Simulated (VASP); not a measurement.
# Cu (Fm-3m) in VASP: a series of runs

The runs below take Cu through single point, with LDA.

All numbers are computed with VASP 6.6.1; they aren't measurements. Logs are shortened: lines on timing, memory, paths and dates and some standing lists are left out, and cuts for length are marked.

## (1) The cell of the first run

It takes space group Fm-3m (No. 225, cubic). Conventional cell: a = 3.615 Å, b = 3.615 Å, c = 3.615 Å, α = 90.00°, β = 90.00°, γ = 90.00°. Cu (site symmetry m-3m) has 12 Cu at 2.56 Å within 3.4 Å.

## (2) Single point, LDA

File INCAR:

```
PREC     = Accurate       # precision mode
ENCUT    = 520            # plane-wave cutoff, eV
EDIFF    = 1E-6           # SCF threshold, eV
ISMEAR   = -1             # smearing method
SIGMA    = 0.3            # smearing width, eV
LREAL    = False          # projectors in reciprocal space
LASPH    = True           # aspherical terms in the spheres
NELM     = 100            # most SCF steps
ALGO     = Normal         # electronic algorithm
ISIF     = 2              # what is computed and relaxed
LWAVE    = False          # write WAVECAR
LCHARG   = False          # write CHGCAR
NBANDS   = 12             # bands
```

File KPOINTS:

```
Automatic mesh
0
Gamma
  8 8 8
```

File POSCAR:

```
Cu
1.0
    0.0000000000      1.8075000000      1.8075000000
    1.8075000000      0.0000000000      1.8075000000
    1.8075000000      1.8075000000      0.0000000000
Cu
1
Direct
    0.0000000000      0.0000000000      0.0000000000
```

Potentials or basis: VASP PAW LDA potentials, release 64 (Cu).

On the command line:

```sh
cat potpaw_LDA.64/Cu/POTCAR > POTCAR
mpirun -np 1 vasp_std > vasp.out
```

OUTCAR:

```text
PREC = Accurate
   ENCUT = 520
   EDIFF = 1E-6
   ISMEAR = -1
   LREAL = False
   LASPH = True
   NELM = 100
   ISIF = 2

 ion  position               nearest neighbor table
   1  0.000  0.000  0.000-

  LATTYP: Found a face centered cubic cell.
 ALAT       =     3.6150000000

  Lattice vectors:

 A1 = (   0.0000000000,   1.8075000000,   1.8075000000)
 A2 = (   1.8075000000,   0.0000000000,   1.8075000000)
 A3 = (   1.8075000000,   1.8075000000,   0.0000000000)

Analysis of symmetry for initial positions (statically):
=====================================================================
 Subroutine PRICEL returns:
 Original cell was already a primitive cell.

 Routine SETGRP: Setting up the symmetry group for a
 face centered cubic supercell.

 Subroutine GETGRP returns: Found 48 space group operations
 (whereof 48 operations were pure point group operations)
 out of a pool of 48 trial point group operations.

The static configuration has the point symmetry O_h .

Analysis of symmetry for dynamics (positions and initial velocities):
=====================================================================
 Subroutine PRICEL returns:
 Original cell was already a primitive cell.

 Routine SETGRP: Setting up the symmetry group for a
 face centered cubic supercell.

 Subroutine GETGRP returns: Found 48 space group operations
 (whereof 48 operations were pure point group operations)
 out of a pool of 48 trial point group operations.

The dynamic configuration has the point symmetry O_h .

 Subroutine INISYM returns: Found 48 space group operations
 (whereof 48 operations are pure point group operations),
 and found     1 'primitive' translations

----------------------------------------------------------------------------------------

                                     Primitive cell

  volume of cell :      11.8104

  direct lattice vectors                    reciprocal lattice vectors
     0.000000000  1.807500000  1.807500000    -0.276625173  0.276625173  0.276625173
     1.807500000  0.000000000  1.807500000     0.276625173 -0.276625173  0.276625173
     1.807500000  1.807500000  0.000000000     0.276625173  0.276625173 -0.276625173

  length of vectors
     2.556191014  2.556191014  2.556191014     0.479128854  0.479128854  0.479128854

  position of ions in fractional coordinates (direct lattice)
     0.000000000  0.000000000  0.000000000

  ion indices of the primitive-cell ions
   primitive index   ion index
                 1           1

----------------------------------------------------------------------------------------

 KPOINTS: Automatic mesh

Automatic generation of k-mesh.
 Grid dimensions read from file:
 generate k-points for:    8    8    8

 Generating k-lattice:

  Cartesian coordinates                     Fractional coordinates (reciprocal lattice)
    -0.034578147  0.034578147  0.034578147     0.125000000  0.000000000  0.000000000
     0.034578147 -0.034578147  0.034578147     0.000000000  0.125000000  0.000000000
     0.034578147  0.034578147 -0.034578147     0.000000000  0.000000000  0.125000000

  Length of vectors
     0.059891107  0.059891107  0.059891107

  Shift w.r.t. Gamma in fractional coordinates (k-lattice)
     0.000000000  0.000000000  0.000000000

 Subroutine IBZKPT returns following result:
 ===========================================

 Found     29 irreducible k-points:

 Following reciprocal coordinates:
            Coordinates               Weight
  0.000000  0.000000  0.000000      1.000000
  0.125000  0.000000  0.000000      8.000000
  0.250000  0.000000  0.000000      8.000000
  0.375000  0.000000  0.000000      8.000000
  0.500000  0.000000  0.000000      4.000000
  0.125000  0.125000  0.000000      6.000000
[... 16 lines left out ...]
  0.500000  0.250000  0.125000     48.000000
 -0.375000  0.250000  0.125000     24.000000
 [... further k-points ...]
   k-points           NKPTS =     29   k-points in BZ     NKDIM =     29   number of bands    NBANDS=     12
   number of dos      NEDOS =    301   number of ions     NIONS =      1
   total plane-waves  NPLWV =   8000
   dimension x,y,z NGX =    20 NGY =   20 NGZ =   20
   dimension x,y,z NGXF=    40 NGYF=   40 NGZF=   40
   ions per type =               1
   NGX,Y,Z   is equivalent  to a cutoff of  13.01, 13.01, 13.01 a.u.
   NGXF,Y,Z  is equivalent  to a cutoff of  26.01, 26.01, 26.01 a.u.
 SYSTEM =  unknown system
   PREC   = accura    normal or accurate (medium, high low for compatibility)
   ISTART =      0    job   : 0-new  1-cont  2-samecut
   ICHARG =      2    charge: 1-file 2-atom 10-const
   ISPIN  =      1    spin polarized calculation?
   LNONCOLLINEAR =      F non collinear calculations
   LSORBIT =      F    spin-orbit coupling
   LASPH  =      T    aspherical Exc in radial PAW
   ENCUT  =  520.0 eV  38.22 Ry    6.18 a.u.   4.75  4.75  4.75*2*pi/ulx,y,z
   NELM   =    100;   NELMIN=  2; NELMDL= -5     # of ELM steps
   EDIFF  = 0.1E-05   stopping-criterion for ELM
   LREAL  =      F    real-space projection
   EDIFFG = 0.1E-04   stopping-criterion for IOM
   NSW    =      0    number of steps for IOM
   IBRION =     -1    ionic relax: 0-MD 1-quasi-New 2-CG
   NFREE  =      0    steps in history (QN), initial steepest desc. (CG)
   ISIF   =      2    stress and relaxation
   ISYM   =      2    0-nonsym 1-usesym 2-fastsym
   POTIM  = 0.5000    time-step for ionic-motion
   TEBEG  =    0.0;   TEEND  =   0.0 temperature during run
   PSTRESS=    0.0 pullay stress
   NELECT =      11.0000    total number of electrons
   NUPDOWN=      -1.0000    fix difference up-down
   EMIN   =  10.00;   EMAX   =-10.00  energy-range for DOS
   EFERMI =   0.00;   METHOD = LEGACY
   ISMEAR =    -1;   SIGMA  =   0.30  broadening in eV -4-tet -1-fermi 0-gaus
   EFERMI_NEDOS =   21; number of points for ismear=-14 and -15
   IALGO  =     38    algorithm
   IMIX   =      4    mixing-type and parameters
     AMIX     =   0.40;   BMIX     =  1.00
     AMIX_MAG =   1.60;   BMIX_MAG =  1.00
  volume/ion in A,a.u.               =      11.81        79.70
  Fermi-wavevector in a.u.,A,eV,Ry     =   1.598763  3.021224 34.777078  2.556043
  Thomas-Fermi vector in A             =   2.696162
   LORBIT       =      0    0 simple, 1 ext, 2 COOP (PROOUT), +10 PAW based schemes
   GGA     = CA    functional components
   LHFCALC =     F    Hartree Fock is set to
   AEXX    =    0.0000 exact exchange contribution
   IVDW    =     0    specifies the selected vdW correction
   LEPSILON=     F    determine dielectric tensor
   LRPA    =     F    only Hartree local field effects (RPA)
 non-spin polarized calculation
  energy-cutoff  :      520.00
  volume of cell :       11.81
 maximum number of plane-waves:       332
   NGX =  9   NGY =  9   NGZ =  9

 number of electron      11.0000001 magnetization

 Free energy of the ion-electron system (eV)
  ---------------------------------------------------
  ext. energy  EPLUGINS =         0.00000000
  ---------------------------------------------------
  free energy    TOTEN  =        -4.71023182 eV

  energy without entropy =       -4.59003504  energy(sigma->0) =       -4.65013343

 E-fermi :   7.3314     XC(G=0): -13.1061

 val. band max:        7.1484903846   @ k =   0.5000   0.2500   0.1250
 cond. band min:       7.4509046982   @ k =   0.5000   0.1250   0.0000
 fundamental gap:      0.3024143136
 Fermi energy:         7.3313882176

 k-point     1 :       0.0000    0.0000    0.0000
  band No.  band energies     occupation
      1      -2.0114      2.00000
      2       4.2330      1.99993
      3       4.2330      1.99993
      4       4.2330      1.99993
      5       5.0688      1.99894
      6       5.0688      1.99894
      7      30.0252      0.00000
      8      32.4811      0.00000
      9      32.4811      0.00000
     10      32.4811      0.00000
     11      35.0148      0.00000
     12      35.0148      0.00000

 k-point     2 :       0.1250    0.0000    0.0000
  band No.  band energies     occupation
      1      -1.4485      2.00000
      2       4.1248      1.99995
      3       4.3271      1.99991
      4       4.3271      1.99991
      5       5.0398      1.99904
      6       5.0398      1.99904
      7      26.1302      0.00000
      8      30.6148      0.00000
      9      31.2837      0.00000
     10      31.2837      0.00000
     11      36.9289      0.00000
     12      36.9290      0.00000

 k-point     3 :       0.2500    0.0000    0.0000
  band No.  band energies     occupation
      1       0.1055      2.00000
      2       3.9903      1.99997
      3       4.3930      1.99989
      4       4.3930      1.99989
      5       5.1500      1.99861
      6       5.1500      1.99861
      7      19.7594      0.00000
      8      29.9128      0.00000
      9      30.0543      0.00000
     10      30.0543      0.00000
     11      35.7750      0.00000
     12      35.7750      0.00000
[... 286 lines left out ...]
 k-point    23 :       0.5000    0.2500    0.1250
  band No.  band energies     occupation
      1       2.6798      2.00000
      2       3.6709      1.99999
      3       3.9685      1.99997
      4       4.7920      1.99958
      5       5.4035      1.99677
      6       7.1485      1.29573
      7      15.3077      0.00000
      8      20.7658      0.00000
      9      23.6741      0.00000
     10      31.1758      0.00000
     11      34.7273      0.00000
     12      38.4482      0.00000

 k-point    24 :      -0.3750    0.2500    0.1250
  band No.  band energies     occupation
      1       2.9624      2.00000
      2       3.6677      1.99999
      3       4.1853      1.99994
      4       4.6895      1.99970
      5       5.5787      1.99421
      6       9.4415      0.00176
      7      11.5420      0.00000
      8      21.5311      0.00000
      9      21.8234      0.00000
     10      30.8806      0.00000
     11      34.6137      0.00000
     12      42.0603      0.00000

 [... further k-points ...]
[... 5 lines left out ...]
  --------------------------------------------------------------------------------------
  -------------------------------------------------------------------------------------
  Total       -0.8089692     -0.8089692     -0.8089692      0.0000000      0.0000000      0.0000000
  in kB     -109.7432120   -109.7432120   -109.7432120      0.0000000      0.0000000      0.0000000
  external PRESSURE =    -109.7432120 kB  Pullay stress =       0.0000000 kB

 VOLUME and BASIS-vectors are now :
 -----------------------------------------------------------------------------
  energy-cutoff  :      520.00
  volume of cell :       11.81
      direct lattice vectors                 reciprocal lattice vectors
     0.000000000  1.807500000  1.807500000    -0.276625173  0.276625173  0.276625173
     1.807500000  0.000000000  1.807500000     0.276625173 -0.276625173  0.276625173
     1.807500000  1.807500000  0.000000000     0.276625173  0.276625173 -0.276625173

 POSITION                                       TOTAL-FORCE (eV/Angst)
 -----------------------------------------------------------------------------------
      0.00000      0.00000      0.00000         0.000000      0.000000      0.000000
 -----------------------------------------------------------------------------------
    total drift:                                0.000000      0.000000      0.000000

  FREE ENERGIE OF THE ION-ELECTRON SYSTEM (eV)
  ---------------------------------------------------
  free  energy   TOTEN  =        -4.7102318249 eV

  energy  without entropy=       -4.5900350394  energy(sigma->0) =       -4.65013343
```

It took 3.5 s on 1 thread of Intel Xeon 6975P-C, shared host; peak memory 0.12 GiB.

What came out:

| Item | Value |
| --- | --- |
| Free energy | -4.7102 eV |
| Pressure | -11.0 GPa |

Levels at points of the mesh, in eV from the Fermi level:
```
           k point  band 2  band 3  band 4  band 5  band 6  band 7  band 8  band 9  band 10  band 11
(0.00, 0.00, 0.00)   -3.10   -3.10   -3.10   -2.26   -2.26   22.69   25.15   25.15    25.15    27.68
(0.50, 0.00, 0.00)   -3.12   -3.12   -1.70   -1.70   -0.97    3.71   21.21   21.91    21.91    25.08
(0.50, 0.50, 0.00)   -4.49   -1.71   -1.56   -1.56    1.49    7.10   13.01   13.01    17.64    20.26
```

Caveat: the k points lie up to 0.38 Å⁻¹ apart.

## (3) Single point, LDA

File INCAR:

```
PREC = Accurate
ENCUT = 520
EDIFF = 1E-7
ISMEAR = -1
SIGMA = 0.3
LREAL = False
LASPH = True
NELM = 80
ALGO = Normal
ISIF = 2
LWAVE = False
LCHARG = False
NBANDS = 12
```

File KPOINTS:

```
regular mesh
0
Gamma
  11 11 11
```

POSCAR is that of step 2.

Potentials or basis: VASP PAW LDA potentials, release 64 (Cu).

On the command line:

```sh
cat potpaw_LDA.64/Cu/POTCAR > POTCAR
mpirun -np 1 vasp_std > vasp.out
```

Wall time 5.5 s (1 thread of Intel Xeon 6975P-C, shared host); peak memory 0.12 GiB.

Results (log left out):

* Free energy: -4.7201 eV
* Pressure: -11.4 GPa

Levels at points of the mesh, in eV from the Fermi level:
| k point | band 2 | band 3 | band 4 | band 5 | band 6 | band 7 | band 8 | band 9 | band 10 | band 11 |
| --- | --- | --- | --- | --- | --- | --- | --- | --- | --- | --- |
| (0.00, 0.00, 0.00) | -3.15 | -3.15 | -3.15 | -2.32 | -2.32 | 22.63 | 25.09 | 25.09 | 25.09 | 27.62 |

## (4) Single point, LDA

File INCAR:

```
  PREC = Accurate
  ENCUT = 520
  EDIFF = 1E-6
  ISMEAR = -1
  SIGMA = 0.3
  LREAL = False
  LASPH = True
  NELM = 60
  ALGO = Normal
  ISIF = 2
  LWAVE = False
  LCHARG = True
  GGA = CA
  LELF = True
  LVHAR = True
  NBANDS = 12
```

File KPOINTS:

```
Automatic mesh
0
Gamma
  13 13 13
```

POSCAR is that of step 3.

On the command line:

```sh
cat potpaw_LDA.64/Cu/POTCAR > POTCAR
mpirun -np 1 vasp_std > vasp.out
```

Wall time 8 s (1 thread of Intel Xeon 6975P-C, shared host); peak memory 0.12 GiB.

It converged, with:

* Free energy: -4.7195 eV
* Pressure: -11.3 GPa

Levels at points of the mesh, in eV from the Fermi level:
```csv
k point,band 2,band 3,band 4,band 5,band 6,band 7,band 8,band 9,band 10,band 11
"(0.00, 0.00, 0.00)",-3.14,-3.14,-3.14,-2.31,-2.31,22.64,25.10,25.10,25.10,27.63
```

## (5) Overview

| k mesh | gap on the mesh (eV) | pressure (GPa) |
| --- | --- | --- |
| 8 × 8 × 8 | none | -11.0 |
| 11 × 11 × 11 | none | -11.4 |
| 13 × 13 × 13 | none | -11.3 |

Alike in all rows: task single point; level LDA; potentials or basis VASP PAW LDA potentials, release 64 (Cu); no spin polarisation; cell as given; cutoff (eV) 520; smearing fermi-dirac 0.3 eV.

Caveats: some runs use coarse meshes.

Total energies depend on the potentials used, so only differences within one code and one set of settings carry meaning.
